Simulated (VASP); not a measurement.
A run of VASP 6.6.1:

File INCAR:

```
PREC = Accurate
ENCUT = 520
EDIFF = 1E-6
ISMEAR = 0
SIGMA = 0.02
LREAL = False
LASPH = True
NELM = 100
ALGO = Normal
ISIF = 2
LWAVE = False
LCHARG = True
GGA = PS
LELF = True
LVHAR = True
NBANDS = 16
```

The input KPOINTS:

```
regular mesh
0
Gamma
  12 12 12
```

Contents of POSCAR:

```
GaAs
1.0
    0.0000000000      2.8291375179      2.8291375179
    2.8291375179      0.0000000000      2.8291375179
    2.8291375179      2.8291375179      0.0000000000
Ga As
1 1
Direct
    0.0000000000      0.0000000000      0.0000000000
    0.2500000000      0.2500000000      0.2500000000
```

Potentials or basis: VASP PAW PBE potentials, release 64 (Ga_d, As).

Command:

```console
$ cat potpaw_PBE.64/Ga_d/POTCAR potpaw_PBE.64/As/POTCAR > POTCAR
$ mpirun -np 1 vasp_std > vasp.out
```

Hardware: 1 thread of Intel(R) Xeon(R) Platinum 8259CL CPU @ 2.50GHz (Skylake/Cascade Lake), on a shared host.

Task: Estimate the wall time of this run.

Result: Run time: 43 s on 1 thread of Intel(R) Xeon(R) Platinum 8259CL CPU @ 2.50GHz (Skylake/Cascade Lake), on a shared host, peak memory 0.2 GiB. Counts: scf iterations 12, k points 72.
